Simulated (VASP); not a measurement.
Input of a VASP 6.6.1 run:

File INCAR:

```
PREC = Accurate
ENCUT = 600
EDIFF = 1E-6
ISMEAR = 0
SIGMA = 0.2
LREAL = F
LASPH = T
NELM = 200
ALGO = Normal
ISIF = 2
LWAVE = F
LCHARG = F
ISPIN = 2
MAGMOM = 2.5 0
LORBIT = 11
LMAXMIX = 4
LDAU = T
LDAUTYPE = 2
LDAUL = 2 -1
LDAUU = 3 0
LDAUJ = 0 0
LDAUPRINT = 1
NBANDS = 18
GGA_COMPAT = F
```

File KPOINTS:

```
regular mesh
0
Gamma
  10 10 10
```

The input POSCAR:

```
CoO
1.0
    0.0000000000      2.1315000000      2.1315000000
    2.1315000000      0.0000000000      2.1315000000
    2.1315000000      2.1315000000      0.0000000000
Co O
1 1
Direct
    0.0000000000      0.0000000000      0.0000000000
    0.5000000000      0.5000000000      0.5000000000
```

Potentials or basis: VASP PAW LDA potentials, release 64 (Co, O).

The run is started by

```bash
$ cat potpaw_LDA.64/Co/POTCAR potpaw_LDA.64/O/POTCAR > POTCAR
$ mpirun -np 1 vasp_std > vasp.out
```

Problem. Predict the pressure.

Solution. -18.8 GPa.

Problem. What does it give for the net moment?

Solution. 2.98 μB per cell.

Eigenvalues of the final occupation matrices:
| site | spin | trace | eigenvalues |
| --- | --- | --- | --- |
| site 1 d | 1 | 4.91 | 0.97 0.97 0.97 1.01 1.01 |
| site 1 d | 2 | 2.27 | 0.16 0.16 0.65 0.65 0.65 |

Caveat: a cell with one magnetic atom can't hold antiferromagnetic order, which such compounds often take. The state reached can hang on the start; a lower one may exist.
